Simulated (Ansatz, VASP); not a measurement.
Two plane-wave programs on BN

```xyz
2
Lattice="2.5088 0.0014 0.0000 1.2531 2.1299 0.0000 0.0000 0.0000 26.0000" Properties=species:S:1:pos:R:3 pbc="T T T"
B     1.8809    1.0691   13.0000
N     3.1348    1.7726   13.0000
```

Change from the starting cell: strain along y -0.020, atoms relaxed.

Alike in both runs: functional PBE; dispersion D3(BJ); k mesh 10 × 10 × 1; occupations gaussian, width 0.02 eV; no spin polarisation.

Ansatz relaxed the structure, and its values are those at the end. VASP's run is a single point on that final structure, the one shown.

|  | VASP | Ansatz |
| --- | --- | --- |
| version | VASP 6.6.1 | Ansatz 0.2.0 |
| potentials or method | VASP PAW PBE potentials, release 64 (B, N), cutoff 520 eV | scalar-relativistic, plane waves, PAW |
| valence electrons in the cell | 8 | 8 |

|  | VASP | Ansatz | Ansatz less VASP |
| --- | --- | --- | --- |
| gap on the k mesh at the Fermi level (eV) | 4.83 | 4.83 | 0.000 |
| least direct gap on the mesh (eV) | 5.08 | 5.08 | +0.003 |
| rms of the force components (eV/Å) | 0.004 | 0.005 | +0.0006 |

Ansatz's warnings: near symmetry operations not taken, stress scf threshold loose.
